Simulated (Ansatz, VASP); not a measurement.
**BN: VASP beside Ansatz**

POSCAR

```
BN
1.0
    0.0000000000      1.8048245542      1.8048245542
    1.8048245542      0.0000000000      1.8048245542
    1.8048245542      1.8048245542      0.0000000000
B N
1 1
Direct
    0.0000000000      0.0000000000      0.0000000000
    0.2500000000      0.2500000000      0.2500000000
```

INCAR.step1

```
SYSTEM = BN
PREC     = Accurate       ! precision mode
ENCUT    = 520            ! plane-wave cutoff, eV
ISMEAR   = 0              ! smearing method
SIGMA    = 0.01           ! smearing width, eV
LREAL    = .False.        ! projectors in reciprocal space
LASPH    = .True.         ! aspherical terms in the spheres
NELM     = 80             ! most SCF steps
NBANDS   = 11             ! bands
GGA      = PE             ! functional
ALGO     = Normal         ! electronic algorithm
EDIFF    = 1E-4           ! SCF threshold, eV
LWAVE    = .True.         ! write WAVECAR
LCHARG   = .False.        ! write CHGCAR
```

File INCAR.step2:

```
SYSTEM = BN
PREC     = Accurate       ! precision mode
ENCUT    = 520            ! plane-wave cutoff, eV
EDIFF    = 1E-6           ! SCF threshold, eV
ISMEAR   = 0              ! smearing method
SIGMA    = 0.01           ! smearing width, eV
LREAL    = .False.        ! projectors in reciprocal space
LASPH    = .True.         ! aspherical terms in the spheres
NELM     = 80             ! most SCF steps
ALGO     = Normal         ! electronic algorithm
ISIF     = 2              ! what is computed and relaxed
LWAVE    = .False.        ! write WAVECAR
LCHARG   = .True.         ! write CHGCAR
METAGGA  = R2SCAN         ! meta-GGA
LMIXTAU  = .True.       
LELF     = .True.         ! ELF
LVHAR    = .True.       
NBANDS   = 11             ! bands
ISTART   = 1
```

KPOINTS

```
Automatic mesh
0
Gamma
  12 12 12
  0 0 0
```

Input for Ansatz:

```yaml
crystal:
  lattice:
    - [0.0, 1.8048245542, 1.8048245542]
    - [1.8048245542, 0.0, 1.8048245542]
    - [1.8048245542, 1.8048245542, 0.0]
  atoms:
    - { symbol: B, position: [0.0, 0.0, 0.0] }
    - { symbol: "N", position: [0.25, 0.25, 0.25] }
kpoints:
  mp_grid: { grid: [12, 12, 12] }
  band_path:
    path:
      - [0.0, 0.0, 0.0]
      - [-0.5, -0.5, 0.0]
      - [-0.375, -0.375, 0.25]
      - [-0.375, 0.0, 0.375]
      - [0.0, 0.0, 0.5]
      - [-0.5, -0.25, 0.25]
      - [0.0, 0.5, 0.5]
    npoints: 1
hamiltonian:
  xc: r2scan
scf:
  occupations: { method: fixed }
  n_extra_bands: 4
output:
  forces: true
  stress: true
  eigenvalues: true
  write_density: true
  write_potential: true
  elf: true
  volumetric_format: npy
```

Alike in both runs: task single point; functional r2SCAN; k mesh 12 × 12 × 12; no spin polarisation.

|  | VASP | Ansatz |
| --- | --- | --- |
| version | VASP 6.6.1 | Ansatz 0.2.0 |
| potentials or method | VASP PAW PBE potentials, release 64 (B, N) | plane waves, PAW |
| plane-wave cutoff (eV) | 520 | 500 |
| occupations | gaussian, width 0.01 eV | fixed |
| valence electrons in the cell | 8 | 8 |

|  | VASP | Ansatz | Ansatz less VASP |
| --- | --- | --- | --- |
| gap on the k mesh at the Fermi level (eV) | 4.98 | 5.00 | +0.021 |
| pressure (GPa) | 1.1 | 0.0 | -1.12 |

VASP's potentials were made for PBE, not for r2SCAN.
